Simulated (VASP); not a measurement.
Runs of VASP 6.6.1 on TaN. The structure is that of space group Fm-3m (No. 225), or close to it. The cells are those of the table. 

```tsv
cell	gap on the mesh (eV)	pressure (GPa)
a = 3.066, b = 3.082 Å, angles 59.8, 60.3, 59.8°, 2 atoms	none	19.7
a = 3.051, b = 3.082 Å, angles 59.7, 60.7, 59.7°, 2 atoms	none	(b)
a = 3.097, b = 3.082 Å, angles 60.2, 59.7, 60.2°, 2 atoms	none	11.7
a = 3.109, b = 3.082 Å, angles 60.3, 59.4, 60.3°, 2 atoms	none	(a)
a = 3.089, b = 3.082 Å, angles 60.1, 59.8, 60.1°, 2 atoms	none	13.6
```

Alike in all rows: task single point; level PBE; potentials or basis VASP PAW PBE potentials, release 64 (Ta_pv, N); no spin polarisation; k mesh 18 × 18 × 18; cutoff (eV) 520; smearing gaussian 0.15 eV.

Problem. Estimate the missing entries.

Solution. (a) 9.1; (b) 24.3.

Caveats: the cell stands under pressure; spin-orbit coupling is left out, which moves the levels of the heavy elements.

A k mesh can miss the band edges, and the runs leave out spin-orbit coupling on Ta.

A gap of «none» marks levels without a gap at the run's occupations.
